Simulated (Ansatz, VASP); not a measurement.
# B4MoRu: VASP beside Ansatz

The input INCAR:

```
SYSTEM = B4MoRu
PREC = Accurate ; ENCUT = 600
EDIFF = 1E-6 ; ISMEAR = 0
SIGMA = 0.1 ; LREAL = .False.
LASPH = .True. ; NELM = 100
ALGO = Normal ; ISIF = 3
LWAVE = .False. ; LCHARG = .False.
GGA = PE ; IBRION = 2
NSW = 90 ; EDIFFG = -0.04
```

Contents of KPOINTS:

```
Automatic mesh
0
Gamma
  6 6 4
  0 0 0
```

POSCAR

```
B4MoRu
1.0
    3.0862698200      0.0000000000      0.0000000000
   -1.5431349100      2.6727880700      0.0000000000
    0.0000000000      0.0000000000      6.5978059300
B Mo Ru
4 1 1
Direct
    0.3333333300      0.6666666700      0.7407687300
    0.3333333300      0.6666666700      0.2592312700
    0.6666666700      0.3333333300      0.7407687300
    0.6666666700      0.3333333300      0.2592312700
    0.0000000000      0.0000000000      0.5000000000
    0.0000000000      0.0000000000      0.0000000000
```

Input for Ansatz:

```yaml
crystal:
  lattice:
    - [3.08626982, 0.0, 0.0]
    - [-1.54313491, 2.67278807, 0.0]
    - [0.0, 0.0, 6.59780593]
  atoms:
    - { symbol: B, position: [0.33333333, 0.66666667, 0.74076873] }
    - { symbol: B, position: [0.33333333, 0.66666667, 0.25923127] }
    - { symbol: B, position: [0.66666667, 0.33333333, 0.74076873] }
    - { symbol: B, position: [0.66666667, 0.33333333, 0.25923127] }
    - { symbol: Mo, position: [0.0, 0.0, 0.5] }
    - { symbol: Ru, position: [0.0, 0.0, 0.0] }
basis:
  ecutwfc: 420
kpoints:
  mp_grid: { grid: [6, 6, 4] }
hamiltonian:
  xc: pbe
scf:
  occupations: { method: gaussian, width: 0.1 }
  lower_state_search: "off"
output:
  forces: true
  stress: true
  eigenvalues: true
relax:
  adjacent_minimum: "off"
  f_tol: 0.04
  max_steps: 70
  cell: { stress_tol: 0.4 }
```

Change from the starting cell: species swapped into the TiNbB4 type (P6/mmm, No. 191).

Alike in both runs: task relaxation of cell and atoms; functional PBE; k mesh 6 × 6 × 4; occupations gaussian, width 0.1 eV; no spin polarisation.

|  | VASP | Ansatz |
| --- | --- | --- |
| version | VASP 6.6.1 | Ansatz 0.2.0 |
| potentials or method | VASP PAW PBE potentials, release 64 (B, Mo_sv, Ru_pv), cutoff 600 eV | scalar-relativistic, plane waves, PAW |
| valence electrons in the cell | 40 | 42 |

```tsv
	VASP	Ansatz	Ansatz less VASP
gap on the k mesh at the Fermi level, each at its own relaxed structure (eV)	none	none	-
relaxed volume (Å³/atom)	8.73	8.73	0.000
relaxed cell length with the largest relative difference (Å)	6.703	6.685	-0.0177
```

A gap of «none» marks a metal or a gap that the smearing closes. VASP's potentials hold 40 valence electrons a cell and Ansatz's 42, so a difference there can come from the potentials and not from the codes.

The k mesh is coarse, so the values compare programs but aren't converged.
